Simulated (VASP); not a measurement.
Input of a VASP 6.6.1 run:

The input INCAR:

```
ALGO = Normal
EDIFF = 1E-6
ENCUT = 520
GGA = PE
ISIF = 2
ISMEAR = 0
LASPH = True
LCHARG = True
LELF = True
LREAL = False
LVHAR = True
LWAVE = False
NBANDS = 73
NELM = 100
PREC = Accurate
SIGMA = 0.1
```

The input KPOINTS:

```
k-points
0
Gamma
  4 4 4
```

The input POSCAR:

```
Ge6Mo2W
1.0
    0.0000000000      4.1435881000      7.0831402000
    2.3606701000      0.0000000000      7.0831402000
    2.3606701000      4.1435881000      0.0000000000
Ge Mo W
6 2 1
Direct
    0.4951650000      0.1711670000      0.8288330000
    0.8288330000      0.5048350000      0.4951650000
    0.1619990000      0.8380010000      0.1619990000
    0.1711670000      0.4951650000      0.5048350000
    0.5048350000      0.8288330000      0.1711670000
    0.8380010000      0.1619990000      0.8380010000
    0.8330240000      0.8330240000      0.1669760000
    0.1669760000      0.1669760000      0.8330240000
    0.5000000000      0.5000000000      0.5000000000
```

Potentials or basis: VASP PAW PBE potentials, release 64 (Ge_d, Mo_sv, W_sv).

Command:

```sh
$ cat potpaw_PBE.64/Ge_d/POTCAR potpaw_PBE.64/Mo_sv/POTCAR potpaw_PBE.64/W_sv/POTCAR > POTCAR
$ mpirun -np 1 vasp_std > vasp.out
```

**Question.** What does it give for the largest force?

**Answer.** 0.005 eV/Å.

**Question.** Predict the band gap on the k mesh.

**Answer.** Zero (bands 63 and 64 overlap by 0.89 eV).

**Question.** Predict the pressure.

**Answer.** 0.2 GPa.

Stress tensor (GPa, compression positive):
```
0.03 0.00 0.00
0.00 0.11 0.00
0.00 0.00 0.61
```

Caveat: the k points lie up to 0.40 Å⁻¹ apart, too coarse for converged energies and pressures of a metal; spin-orbit coupling is left out, which moves the levels of the heavy elements.
